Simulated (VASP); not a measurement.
# RbBr (Fm-3m) in VASP: settings compared

Aim: see how the results for RbBr move with the level of theory and the settings. Levels: PBEsol, LDA. Tasks: relaxation of cell and atoms.

All numbers are computed with VASP 6.6.1; they aren't measurements. Logs are shortened: lines on timing, memory, paths and dates and some standing lists are left out, and cuts for length are marked.

## Step 1: The cell of the first run

It takes space group Fm-3m (No. 225, cubic). Conventional cell: a = 7.013 Å, b = 7.013 Å, c = 7.013 Å, α = 90.00°, β = 90.00°, γ = 90.00°. Rb (site symmetry m-3m) has 6 Br at 3.51 Å within 4.6 Å. Within 4.6 Å of Br (site symmetry m-3m) lie 6 Rb at 3.51 Å.

## Step 2: Relaxation of cell and atoms, PBEsol

The input, INCAR:

```
PREC = Accurate ; ENCUT = 600
EDIFF = 1E-6 ; ISMEAR = -1
SIGMA = 0.02 ; LREAL = False
LASPH = True ; NELM = 80
ALGO = Normal ; ISIF = 3
LWAVE = False ; LCHARG = False
GGA = PS ; IBRION = 2
NSW = 80 ; EDIFFG = -0.005
```

The input, KPOINTS:

```
Automatic mesh
0
Gamma
  6 6 6
```

The input, POSCAR:

```
RbBr
1.0
    0.0000000000      3.5064331675      3.5064331675
    3.5064331675      0.0000000000      3.5064331675
    3.5064331675      3.5064331675      0.0000000000
Rb Br
1 1
Direct
    0.0000000000      0.0000000000      0.0000000000
    0.5000000000      0.5000000000      0.5000000000
```

Potentials or basis: VASP PAW PBE potentials, release 64 (Rb_sv, Br).

Run with:

```console
> cat potpaw_PBE.64/Rb_sv/POTCAR potpaw_PBE.64/Br/POTCAR > POTCAR
> mpirun -np 1 vasp_std > vasp.out
```

OUTCAR:

```text
PREC = Accurate
   ENCUT = 600
   EDIFF = 1E-6
   ISMEAR = -1
   LREAL = False
   LASPH = True
   NELM = 80
   ISIF = 3
   GGA = PS
   IBRION = 2
   NSW = 80
   EDIFFG = -0.005

 ion  position               nearest neighbor table
   1  0.000  0.000  0.000-   2 3.51   2 3.51   2 3.51   2 3.51   2 3.51   2 3.51
   2  0.500  0.500  0.500-   1 3.51   1 3.51   1 3.51   1 3.51   1 3.51   1 3.51

  LATTYP: Found a face centered cubic cell.
 ALAT       =     7.0128663350

  Lattice vectors:

 A1 = (   0.0000000000,   3.5064331675,   3.5064331675)
 A2 = (   3.5064331675,   0.0000000000,   3.5064331675)
 A3 = (   3.5064331675,   3.5064331675,   0.0000000000)

Analysis of symmetry for initial positions (statically):
=====================================================================
 Subroutine PRICEL returns:
 Original cell was already a primitive cell.

 Routine SETGRP: Setting up the symmetry group for a
 face centered cubic supercell.

 Subroutine GETGRP returns: Found 48 space group operations
 (whereof 48 operations were pure point group operations)
 out of a pool of 48 trial point group operations.

The static configuration has the point symmetry O_h .

Analysis of symmetry for dynamics (positions and initial velocities):
=====================================================================
 Subroutine PRICEL returns:
 Original cell was already a primitive cell.

 Routine SETGRP: Setting up the symmetry group for a
 face centered cubic supercell.

 Subroutine GETGRP returns: Found 48 space group operations
 (whereof 48 operations were pure point group operations)
 out of a pool of 48 trial point group operations.

The dynamic configuration has the point symmetry O_h .

 Subroutine INISYM returns: Found 48 space group operations
 (whereof 48 operations are pure point group operations),
 and found     1 'primitive' translations

----------------------------------------------------------------------------------------

                                     Primitive cell

  volume of cell :      86.2237

  direct lattice vectors                    reciprocal lattice vectors
     0.000000000  3.506433168  3.506433168    -0.142595046  0.142595046  0.142595046
     3.506433168  0.000000000  3.506433168     0.142595046 -0.142595046  0.142595046
     3.506433168  3.506433168  0.000000000     0.142595046  0.142595046 -0.142595046

  length of vectors
     4.958845341  4.958845341  4.958845341     0.246981865  0.246981865  0.246981865

  position of ions in fractional coordinates (direct lattice)
     0.000000000  0.000000000  0.000000000
     0.500000000  0.500000000  0.500000000

  ion indices of the primitive-cell ions
   primitive index   ion index
                 1           1
                 2           2

----------------------------------------------------------------------------------------

 KPOINTS: Automatic mesh

Automatic generation of k-mesh.
 Grid dimensions read from file:
 generate k-points for:    6    6    6

 Generating k-lattice:

  Cartesian coordinates                     Fractional coordinates (reciprocal lattice)
    -0.023765841  0.023765841  0.023765841     0.166666667  0.000000000  0.000000000
     0.023765841 -0.023765841  0.023765841     0.000000000  0.166666667  0.000000000
     0.023765841  0.023765841 -0.023765841     0.000000000  0.000000000  0.166666667

  Length of vectors
     0.041163644  0.041163644  0.041163644

  Shift w.r.t. Gamma in fractional coordinates (k-lattice)
     0.000000000  0.000000000  0.000000000

 Subroutine IBZKPT returns following result:
 ===========================================

 Found     16 irreducible k-points:

 Following reciprocal coordinates:
            Coordinates               Weight
  0.000000  0.000000  0.000000      1.000000
  0.166667  0.000000  0.000000      8.000000
  0.333333  0.000000  0.000000      8.000000
  0.500000  0.000000  0.000000      4.000000
  0.166667  0.166667  0.000000      6.000000
  0.333333  0.166667  0.000000     24.000000
[... 8 lines left out ...]
 -0.333333  0.333333  0.166667     24.000000
 -0.333333  0.500000  0.166667     12.000000
   k-points           NKPTS =     16   k-points in BZ     NKDIM =     16   number of bands    NBANDS=     12
   number of dos      NEDOS =    301   number of ions     NIONS =      2
   total plane-waves  NPLWV =  64000
   dimension x,y,z NGX =    40 NGY =   40 NGZ =   40
   dimension x,y,z NGXF=    80 NGYF=   80 NGZF=   80
   ions per type =               1   1
   NGX,Y,Z   is equivalent  to a cutoff of  13.41, 13.41, 13.41 a.u.
   NGXF,Y,Z  is equivalent  to a cutoff of  26.82, 26.82, 26.82 a.u.
 SYSTEM =  unknown system
   PREC   = accura    normal or accurate (medium, high low for compatibility)
   ISTART =      0    job   : 0-new  1-cont  2-samecut
   ICHARG =      2    charge: 1-file 2-atom 10-const
   ISPIN  =      1    spin polarized calculation?
   LNONCOLLINEAR =      F non collinear calculations
   LSORBIT =      F    spin-orbit coupling
   LASPH  =      T    aspherical Exc in radial PAW
   ENCUT  =  600.0 eV  44.10 Ry    6.64 a.u.   9.90  9.90  9.90*2*pi/ulx,y,z
   NELM   =     80;   NELMIN=  2; NELMDL= -5     # of ELM steps
   EDIFF  = 0.1E-05   stopping-criterion for ELM
   LREAL  =      F    real-space projection
   EDIFFG = -.5E-02   stopping-criterion for IOM
   NSW    =     80    number of steps for IOM
   IBRION =      2    ionic relax: 0-MD 1-quasi-New 2-CG
   NFREE  =      1    steps in history (QN), initial steepest desc. (CG)
   ISIF   =      3    stress and relaxation
   ISYM   =      2    0-nonsym 1-usesym 2-fastsym
   POTIM  = 0.5000    time-step for ionic-motion
   TEBEG  =    0.0;   TEEND  =   0.0 temperature during run
   PSTRESS=    0.0 pullay stress
   NELECT =      16.0000    total number of electrons
   NUPDOWN=      -1.0000    fix difference up-down
   EMIN   =  10.00;   EMAX   =-10.00  energy-range for DOS
   EFERMI =   0.00;   METHOD = LEGACY
   ISMEAR =    -1;   SIGMA  =   0.02  broadening in eV -4-tet -1-fermi 0-gaus
   EFERMI_NEDOS =   21; number of points for ismear=-14 and -15
   IALGO  =     38    algorithm
   IMIX   =      4    mixing-type and parameters
     AMIX     =   0.40;   BMIX     =  1.00
     AMIX_MAG =   1.60;   BMIX_MAG =  1.00
  volume/ion in A,a.u.               =      43.11       290.93
  Fermi-wavevector in a.u.,A,eV,Ry     =   0.933769  1.764567 11.863243  0.871924
  Thomas-Fermi vector in A             =   2.060504
   LORBIT       =      0    0 simple, 1 ext, 2 COOP (PROOUT), +10 PAW based schemes
   GGA     = PS    functional components
   LHFCALC =     F    Hartree Fock is set to
   AEXX    =    0.0000 exact exchange contribution
   IVDW    =     0    specifies the selected vdW correction
   LEPSILON=     F    determine dielectric tensor
   LRPA    =     F    only Hartree local field effects (RPA)
 conjugate gradient relaxation of ions
 non-spin polarized calculation
  energy-cutoff  :      600.00
  volume of cell :       86.22
 maximum number of plane-waves:      2899
   NGX = 19   NGY = 19   NGZ = 19

--------------------------------------- Ionic step        1  -------------------------------------------

 number of electron      15.9999999 magnetization

 Free energy of the ion-electron system (eV)
  ---------------------------------------------------
  ext. energy  EPLUGINS =         0.00000000
  ---------------------------------------------------
  free energy    TOTEN  =        -6.33960764 eV

  energy without entropy =       -6.33960764  energy(sigma->0) =       -6.33960764

------------------------ aborting loop because EDIFF is reached ----------------------------------------

  FORCE on cell =-STRESS in cart. coord.  units (eV):
  Direction    XX          YY          ZZ          XY          YZ          ZX
  --------------------------------------------------------------------------------------
  -------------------------------------------------------------------------------------
  Total       -0.4383442     -0.4383442     -0.4383442      0.0000000      0.0000000     -0.0000000
  in kB       -8.1451519     -8.1451519     -8.1451519      0.0000000      0.0000000     -0.0000000
  external PRESSURE =      -8.1451519 kB  Pullay stress =       0.0000000 kB

 VOLUME and BASIS-vectors are now :
 -----------------------------------------------------------------------------
  energy-cutoff  :      600.00
  volume of cell :       86.22
      direct lattice vectors                 reciprocal lattice vectors
     0.000000000  3.506433168  3.506433168    -0.142595046  0.142595046  0.142595046
     3.506433168  0.000000000  3.506433168     0.142595046 -0.142595046  0.142595046
     3.506433168  3.506433168  0.000000000     0.142595046  0.142595046 -0.142595046

 POSITION                                       TOTAL-FORCE (eV/Angst)
 -----------------------------------------------------------------------------------
      0.00000      0.00000      0.00000        -0.000000     -0.000000     -0.000000
      3.50643      3.50643      3.50643         0.000000      0.000000      0.000000
 -----------------------------------------------------------------------------------
    total drift:                                0.000000     -0.000000     -0.000000

  FREE ENERGIE OF THE ION-ELECTRON SYSTEM (eV)
  ---------------------------------------------------
  free  energy   TOTEN  =        -6.3396076392 eV
[... 53 lines left out ...]
 VOLUME and BASIS-vectors are now :
 -----------------------------------------------------------------------------
  energy-cutoff  :      600.00
  volume of cell :       79.77
      direct lattice vectors                 reciprocal lattice vectors
     0.000000000  3.416712517  3.416712517    -0.146339500  0.146339500  0.146339500
     3.416712517  0.000000000  3.416712517     0.146339500 -0.146339500  0.146339500
     3.416712517  3.416712517  0.000000000     0.146339500  0.146339500 -0.146339500

 POSITION                                       TOTAL-FORCE (eV/Angst)
 -----------------------------------------------------------------------------------
      0.00000      0.00000      0.00000         0.000000      0.000000     -0.000000
      3.41671      3.41671      3.41671        -0.000000     -0.000000      0.000000
 -----------------------------------------------------------------------------------
    total drift:                                0.000000     -0.000000     -0.000000

  FREE ENERGIE OF THE ION-ELECTRON SYSTEM (eV)
  ---------------------------------------------------
  free  energy   TOTEN  =        -6.3554050039 eV

  energy  without entropy=       -6.3554050039  energy(sigma->0) =       -6.35540500

--------------------------------------- Ionic step        4  -------------------------------------------

 number of electron      16.0000001 magnetization

 Free energy of the ion-electron system (eV)
  ---------------------------------------------------
  ext. energy  EPLUGINS =         0.00000000
  ---------------------------------------------------
  free energy    TOTEN  =        -6.35559517 eV

  energy without entropy =       -6.35559517  energy(sigma->0) =       -6.35559517

 E-fermi :  -1.3931     XC(G=0):  -7.4104

 val. band max:       -1.8409646464   @ k =   0.0000   0.0000   0.0000
 cond. band min:       2.3728414708   @ k =   0.0000   0.0000   0.0000
 fundamental gap:      4.2138061172
 Fermi energy:        -1.3931333813

 k-point     1 :       0.0000    0.0000    0.0000
  band No.  band energies     occupation
      1     -26.1940      2.00000
      2     -14.0358      2.00000
      3     -10.2815      2.00000
      4     -10.2815      2.00000
      5     -10.2815      2.00000
      6      -1.8410      2.00000
      7      -1.8410      2.00000
      8      -1.8410      2.00000
      9       2.3728      0.00000
     10       5.3593      0.00000
     11       5.3593      0.00000
     12       5.3593      0.00000

 k-point     2 :       0.1667    0.0000    0.0000
  band No.  band energies     occupation
      1     -26.1916      2.00000
      2     -14.0465      2.00000
      3     -10.2835      2.00000
      4     -10.2835      2.00000
      5     -10.2700      2.00000
      6      -2.1571      2.00000
      7      -1.9387      2.00000
      8      -1.9387      2.00000
      9       3.0229      0.00000
     10       5.2124      0.00000
     11       5.6902      0.00000
     12       5.6902      0.00000
[... 221 lines left out ...]
 VOLUME and BASIS-vectors are now :
 -----------------------------------------------------------------------------
  energy-cutoff  :      600.00
  volume of cell :       80.40
      direct lattice vectors                 reciprocal lattice vectors
     0.000000000  3.425682097  3.425682097    -0.145956334  0.145956334  0.145956334
     3.425682097  0.000000000  3.425682097     0.145956334 -0.145956334  0.145956334
     3.425682097  3.425682097  0.000000000     0.145956334  0.145956334 -0.145956334

 POSITION                                       TOTAL-FORCE (eV/Angst)
 -----------------------------------------------------------------------------------
      0.00000      0.00000      0.00000         0.000000      0.000000      0.000000
      3.42568      3.42568      3.42568        -0.000000      0.000000     -0.000000
 -----------------------------------------------------------------------------------
    total drift:                                0.000000     -0.000000     -0.000000

  FREE ENERGIE OF THE ION-ELECTRON SYSTEM (eV)
  ---------------------------------------------------
  free  energy   TOTEN  =        -6.3555951697 eV

  energy  without entropy=       -6.3555951697  energy(sigma->0) =       -6.35559517

 reached required accuracy - stopping structural energy minimisation
```

It took 26 s on 1 thread of Intel Xeon 6975P-C (Granite Rapids), shared host; peak memory 0.26 GiB.

Results:

- Free energy: -6.3556 eV
- Relaxed volume: 40.20 Å³/atom
- Relaxed cell: a = 4.845 Å, b = 4.845 Å, c = 4.845 Å, α = 60.00°, β = 60.00°, γ = 60.00°
- Space group after relaxing (to 0.1 Å): Fm-3m (No. 225)
- Energy gained by relaxing: 8.0 meV/atom
- Ionic steps: 4
- Pressure after relaxing: 0.0 GPa
- Band gap on the k mesh: 4.21 eV

Step by step:
```
step  energy change (eV)  largest force (eV/Å)  pressure (GPa)  volume (Å³)
   1              0.0000                0.0000           -0.81        86.22
   2             -0.0110                0.0000           -0.49        83.52
   3             -0.0158                0.0000            0.11        79.77
   4             -0.0160                0.0000           -0.01        80.40
```

Final structure:
```cif
data_structure
_symmetry_space_group_name_H-M 'P 1'
_symmetry_Int_Tables_number 1
_cell_length_a 4.8446
_cell_length_b 4.8446
_cell_length_c 4.8446
_cell_angle_alpha 60.000
_cell_angle_beta 60.000
_cell_angle_gamma 60.000
_cell_volume 80.40
loop_
_atom_site_label
_atom_site_type_symbol
_atom_site_fract_x
_atom_site_fract_y
_atom_site_fract_z
_atom_site_occupancy
Rb1 Rb 0.00000 0.00000 0.00000 1
Br1 Br 0.50000 0.50000 0.50000 1
```

Caveat: the PAW data sets were made with another functional, which shifts forces and pressure a little.

[end of part 1 of 2]
